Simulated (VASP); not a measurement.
Wanted: the native input for a VASP 6.6.1 run.

```yaml
Task: single point
Functional: BHLYP
Potentials_or_basis: VASP PAW PBE potentials, release 64 (Pd_sv_GW)
Cutoff: 470 eV
k_mesh: 7 × 7 × 7
Occupations: fermi-dirac, width 0.05 eV
Spin: no spin polarisation
Dipole_correction: no
Grid_for_exact_exchange_PRECFOCK: Normal
Further_INCAR_settings: ALGO = Normal; EDIFF = 1e-06; NBANDS = 15
Share_of_exact_exchange: 0.5
```

Crystal: Pd.

```xyz
1
Lattice="0.0000 1.9465 1.9465 1.9465 0.0000 1.9465 1.9465 1.9465 0.0000" Properties=species:S:1:pos:R:3 pbc="T T T"
Pd    0.0000    0.0000    0.0000
```

These files were run (other wordings do the same):

POSCAR

```
Pd
1.0
    0.0000000000      1.9465000000      1.9465000000
    1.9465000000      0.0000000000      1.9465000000
    1.9465000000      1.9465000000      0.0000000000
Pd
1
Direct
    0.0000000000      0.0000000000      0.0000000000
```

INCAR.step1

```
PREC = Accurate
ENCUT = 470
EDIFF = 1E-5
ISMEAR = -1
SIGMA = 0.05
LREAL = False
LASPH = True
NELM = 120
ALGO = Normal
ISIF = 2
LWAVE = True
NBANDS = 15
GGA = PE
GGA_COMPAT = False
```

INCAR.step2

```
PREC = Accurate
ENCUT = 470
EDIFF = 1E-6
ISMEAR = -1
SIGMA = 0.05
LREAL = False
LASPH = True
NELM = 120
ALGO = Normal
ISIF = 2
LWAVE = False
LCHARG = True
GGA = B5
LHFCALC = True
AEXX = 0.5
ALDAX = 0.5
AGGAX = 0.5
AGGAC = 1.0
ALDAC = 0.0
PRECFOCK = Normal
LELF = True
LVHAR = True
NBANDS = 15
ISTART = 1
GGA_COMPAT = False
```

KPOINTS

```
Automatic mesh
0
Gamma
  7 7 7
```

Potentials or basis: VASP PAW PBE potentials, release 64 (Pd_sv_GW).

Launch:

```bash
$ cat potpaw_PBE.64/Pd_sv_GW/POTCAR > POTCAR
$ cp INCAR.step1 INCAR
$ mpirun -np 1 vasp_std > vasp.out
$ cp INCAR.step2 INCAR
$ mpirun -np 1 vasp_std > vasp.out
```

Results of the run:

| Item | Value |
| --- | --- |
| Pressure | 4.8 GPa |
| Band gap on the k mesh | zero (bands 9 and 10 overlap by 4.15 eV) |

Caveat: the k points lie up to 0.40 Å⁻¹ apart, too coarse for converged energies and pressures of a metal; the PAW data sets were made with another functional, which shifts forces and pressure a little.

Run time: 16 min on 1 thread of Intel(R) Xeon(R) 6975P-C (Granite Rapids), with other jobs on the host, peak memory 0.14 GiB.
